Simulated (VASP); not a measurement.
Set up this calculation in VASP 6.6.1, as the native input.

| Quantity | Value |
| --- | --- |
| Task | single point |
| Functional | r2SCAN |
| Potentials or basis | VASP PAW PBE potentials, release 64 (Ga_d, N_h) |
| Cutoff | 910 eV |
| k mesh | 10 × 10 × 10 |
| Occupations | gaussian, width 0.01 eV |
| Spin | no spin polarisation |
| Dipole correction | no |
| Second run | hard_potentials |
| Further INCAR settings | ALGO = Normal; EDIFF = 1e-06; NBANDS = 16 |

GaN:

```
Ga N
1.0
     0.00000    2.10852    2.10852
     2.10852    0.00000    2.10852
     2.10852    2.10852    0.00000
Ga N
1 1
Direct
  0.50000 0.50000 0.50000
  0.00000 0.00000 0.00000
```

One way to write it, as run:

POSCAR

```
GaN
1.0
    0.0000000000      2.1085153661      2.1085153661
    2.1085153661      0.0000000000      2.1085153661
    2.1085153661      2.1085153661      0.0000000000
Ga N
1 1
Direct
    0.5000000000      0.5000000000      0.5000000000
    0.0000000000      0.0000000000      0.0000000000
```

INCAR.step1

```
SYSTEM = GaN
PREC = Accurate
ENCUT = 910
ISMEAR = 0
SIGMA = 0.01
LREAL = .FALSE.
LASPH = .TRUE.
NELM = 120
NBANDS = 16
GGA = PE
ALGO = Normal
EDIFF = 1E-5
LWAVE = .TRUE.
LCHARG = .FALSE.
GGA_COMPAT = .FALSE.
```

INCAR.step2

```
SYSTEM = GaN
PREC = Accurate
ENCUT = 910
EDIFF = 1E-6
ISMEAR = 0
SIGMA = 0.01
LREAL = .FALSE.
LASPH = .TRUE.
NELM = 120
ALGO = Normal
ISIF = 2
LWAVE = .FALSE.
LCHARG = .TRUE.
METAGGA = R2SCAN
LMIXTAU = .TRUE.
LELF = .TRUE.
LVHAR = .TRUE.
NBANDS = 16
ISTART = 1
GGA_COMPAT = .FALSE.
```

KPOINTS

```
regular mesh
0
G
  10 10 10
  0 0 0
```

Potentials or basis: VASP PAW PBE potentials, release 64 (Ga_d, N_h).

Command:

```bash
$ cat potpaw_PBE.64/Ga_d/POTCAR potpaw_PBE.64/N_h/POTCAR > POTCAR
$ cp INCAR.step1 INCAR
$ mpirun -np 1 vasp_std > vasp.out
$ cp INCAR.step2 INCAR
$ mpirun -np 1 vasp_std > vasp.out
```

Results of the run:

```
Pressure               : 1.0 GPa
Band gap on the k mesh : 1.18 eV, indirect (least direct gap 3.40 eV)
```

Caveat: the cutoff is under 1.25 times the usual one of these potentials, so pressure, stress and relaxed cells hold a basis-set (Pulay) error; the PAW data sets were made with another functional, which shifts forces and pressure a little.

Wall time 2.6 min on 1 thread of Intel(R) Xeon(R) Platinum 8375C CPU @ 2.90GHz (Ice Lake), with other jobs on the host, peak memory 0.19 GiB.
